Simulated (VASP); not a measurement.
VCrC2:

```
Cr V C
1.0
     1.46063    0.84330    4.73939
    -1.46063    0.84330    4.73939
     0.00000   -1.68659    4.73939
Cr V C
1 1 2
Direct
  0.50000 0.50000 0.50000
  0.00000 0.00000 0.00000
  0.24876 0.24876 0.24876
  0.75124 0.75124 0.75124
```

Base run:

```yaml
Program: VASP 6.6.1
Functional: PBEsol
Potentials_or_basis: VASP PAW PBE potentials, release 64 (Cr_pv, V_sv, C)
Cutoff: 520 eV
k_mesh: 9 × 9 × 9
Occupations: fermi-dirac, width 0.05 eV
Spin: collinear spin, ferromagnetic start
Starting_moments: "[1.5, 1.0, 0.0, 0.0] μB"
Fixed_moment: 2.5 μB
```

Its results: pressure -1.9 GPa; site moments Cr +1.87; V +0.63; C -0.05 μB; largest force 0.078 eV/Å.

Question: The run is repeated on the same cell with these changes: fixed moment from 2.5 μB to 1.2 μB; moments at the start from [1.5, 1.0, 0.0, 0.0] to [0.72, 0.48, 0.0, 0.0]. What comes out?

Answer: Pressure -8.4 GPa; site moments Cr +1.17; V +0.11; C -0.04 μB; largest force 0.054 eV/Å.

Caveats: the PAW data sets were made with another functional, which shifts forces and pressure a little; the total moment is fixed, so each spin has its own Fermi level and the state may be an excited one; the cell stands under tension (at least some runs).
